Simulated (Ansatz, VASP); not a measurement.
## BN in VASP and in Ansatz

File INCAR:

```
  PREC = Accurate
  ENCUT = 520
  EDIFF = 1E-8
  ISMEAR = -1
  SIGMA = 0.03
  LREAL = F
  LASPH = T
  NELM = 80
  ALGO = Normal
  ISIF = 2
  LWAVE = F
  LCHARG = F
  GGA = PE
  LEFG = T
  NBANDS = 11
```

The input KPOINTS:

```
regular mesh
0
Gamma
  13 13 13
```

File POSCAR:

```
BN
1.0
    0.0361500000      1.8255750000      1.8255750000
    1.8255750000      0.0361500000      1.8255750000
    1.8255750000      1.8255750000      0.0361500000
B N
1 1
Direct
    0.0000000000      0.0000000000      0.0000000000
    0.7500000000      0.7500000000      0.7500000000
```

Input for Ansatz:

```yaml
crystal:
  lattice:
    - [0.03615, 1.825575, 1.825575]
    - [1.825575, 0.03615, 1.825575]
    - [1.825575, 1.825575, 0.03615]
  atoms:
    - { symbol: B, position: [0.0, 0.0, 0.0] }
    - { symbol: "N", position: [0.75, 0.75, 0.75] }
kpoints:
  mp_grid: { grid: [13, 13, 13] }
scf:
  occupations: { method: fermi_dirac, width: 0.03 }
hamiltonian:
  xc: pbe
  pseudopotentials: { kind: all_electron, datasets: crystal }
output:
  forces: true
  stress: true
  eigenvalues: true
  efg: { contact_densities: true }
```

Change from the starting cell: equal xy, yz and zx shear strains of +2 %, crystal datasets.

Alike in both runs: task electric field gradients; functional PBE; k mesh 13 × 13 × 13; occupations fermi-dirac, width 0.03 eV; no spin polarisation.

|  | VASP | Ansatz |
| --- | --- | --- |
| version | VASP 6.6.1 | Ansatz 0.2.0 |
| potentials or method | VASP PAW PBE potentials, release 64 (B, N), cutoff 520 eV | all-electron PAW with datasets made for the crystal, scalar-relativistic |

```csv
,VASP,Ansatz,Ansatz less VASP
gap on the k mesh at the Fermi level (eV),4.47,4.48,+0.009
pressure (GPa),3.8,3.6,-0.26
"traceless stress, the component that is largest in VASP (GPa)",-8.93,-8.88,+0.057
rms of the force components (eV/Å),0.013,0.010,-0.0034
size of Vzz on the site where it differs most (V/Å²),6.5,6.2,-0.30
```

Atom by atom the forces differ by 0.003 eV/Å (rms over components). Ansatz ran all-electron here, and VASP with PAW potentials.
